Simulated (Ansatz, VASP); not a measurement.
# One calculation of Ir, two programs

```
CELL_PARAMETERS angstrom
4.68133 -2.70107 0.21146
4.68133 2.70107 0.21146
-1.75502 0.00000 4.70425
ATOMIC_POSITIONS crystal
Ir 0.79426 0.79426 0.26560
Ir 0.20574 0.20574 0.73440
Ir 0.29426 0.29426 0.26560
Ir 0.70574 0.70574 0.73440
Ir 0.79426 0.29426 0.26560
Ir 0.70574 0.20574 0.73440
Ir 0.20574 0.70574 0.73440
Ir 0.29426 0.79426 0.26560
```

Alike in both runs: functional PBE; k mesh 4 × 4 × 4; occupations gaussian, width 0.1 eV; no spin polarisation.

Ansatz relaxed the structure, and its values are those at the end. VASP's run is a single point on that final structure, the one shown.

|  | VASP | Ansatz |
| --- | --- | --- |
| version | VASP 6.6.1 | Ansatz 0.2.0 |
| potentials or method | VASP PAW PBE potentials, release 64 (Ir), cutoff 520 eV | scalar-relativistic, plane waves, PAW |
| valence electrons in the cell | 72 | 136 |

```tsv
	VASP	Ansatz	Ansatz less VASP
gap on the k mesh at the Fermi level (eV)	none	none	-
pressure (GPa)	0.3	0.0	-0.34
rms of the force components (eV/Å)	0.017	0.006	-0.0116
```

A gap of «none» marks a metal or a gap that the smearing closes. With one functional, cell and mesh, what is left measures potentials, basis and numerics. VASP's potentials hold 72 valence electrons a cell and Ansatz's 136, so a difference there can come from the potentials and not from the codes.

Neither program's run includes spin-orbit coupling.
